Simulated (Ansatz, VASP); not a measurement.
## Rh in VASP and in Ansatz

The input POSCAR:

```
Rh
1.0
    0.0988473943      1.9522360377      1.9522360377
    1.9522360377      0.0988473943      1.9522360377
    1.9522360377      1.9522360377      0.0988473943
Rh
1
Direct
    0.0000000000      0.0000000000      0.0000000000
```

INCAR.step1

```
SYSTEM = Rh
PREC     = Accurate       ! precision mode
ENCUT    = 520            ! plane-wave cutoff, eV
ISMEAR   = 0              ! smearing method
SIGMA    = 0.15           ! smearing width, eV
LREAL    = .FALSE.        ! projectors in reciprocal space
LASPH    = .TRUE.         ! aspherical terms in the spheres
NELM     = 80             ! most SCF steps
NBANDS   = 14             ! bands
GGA      = PE             ! functional
ALGO     = Normal         ! electronic algorithm
EDIFF    = 1E-4           ! SCF threshold, eV
LWAVE    = .TRUE.         ! write WAVECAR
LCHARG   = .FALSE.        ! write CHGCAR
```

Contents of INCAR.step2:

```
SYSTEM = Rh
PREC     = Accurate       ! precision mode
ENCUT    = 520            ! plane-wave cutoff, eV
EDIFF    = 1E-7           ! SCF threshold, eV
ISMEAR   = 0              ! smearing method
SIGMA    = 0.15           ! smearing width, eV
LREAL    = .FALSE.        ! projectors in reciprocal space
LASPH    = .TRUE.         ! aspherical terms in the spheres
NELM     = 80             ! most SCF steps
ALGO     = Normal         ! electronic algorithm
ISIF     = 2              ! what is computed and relaxed
LWAVE    = .FALSE.        ! write WAVECAR
LCHARG   = .FALSE.        ! write CHGCAR
METAGGA  = R2SCAN         ! meta-GGA
LMIXTAU  = .TRUE.       
NBANDS   = 14             ! bands
ISTART   = 1
```

Contents of KPOINTS:

```
Automatic mesh
0
G
  8 8 8
  0 0 0
```

Input for Ansatz:

```yaml
crystal:
  lattice:
    - [0.0988473943, 1.9522360377, 1.9522360377]
    - [1.9522360377, 0.0988473943, 1.9522360377]
    - [1.9522360377, 1.9522360377, 0.0988473943]
  atoms:
    - { symbol: Rh, position: [0.0, 0.0, 0.0] }
basis:
  ecutwfc: 500
kpoints:
  mp_grid: { grid: [8, 8, 8] }
hamiltonian:
  xc: r2scan
scf:
  occupations: { method: gaussian, width: 0.15 }
output:
  forces: true
  stress: true
  eigenvalues: true
```

Alike in both runs: task single point; functional r2SCAN; k mesh 8 × 8 × 8; occupations gaussian, width 0.15 eV; no spin polarisation.

|  | VASP | Ansatz |
| --- | --- | --- |
| version | VASP 6.6.1 | Ansatz 0.2.0 |
| potentials or method | VASP PAW PBE potentials, release 64 (Rh_pv), cutoff 520 eV | scalar-relativistic, plane waves, PAW |
| valence electrons in the cell | 15 | 17 |

Ansatz gave:

- gap on the k mesh at the Fermi level (eV): none
- pressure (GPa): 2.2
- traceless stress, the component that is largest in VASP (GPa): -8.48

Question: Estimate VASP's values.

Answer: gap on the k mesh at the Fermi level (eV): none; pressure (GPa): 3.4; traceless stress, the component that is largest in VASP (GPa): -8.62.

VASP's potentials were made for PBE, not for r2SCAN. A gap of «none» marks a metal or a gap that the smearing closes. VASP's potentials hold 15 valence electrons a cell and Ansatz's 17, so a difference there can come from the potentials and not from the codes.

The k mesh is coarse, so the values compare programs but aren't converged.
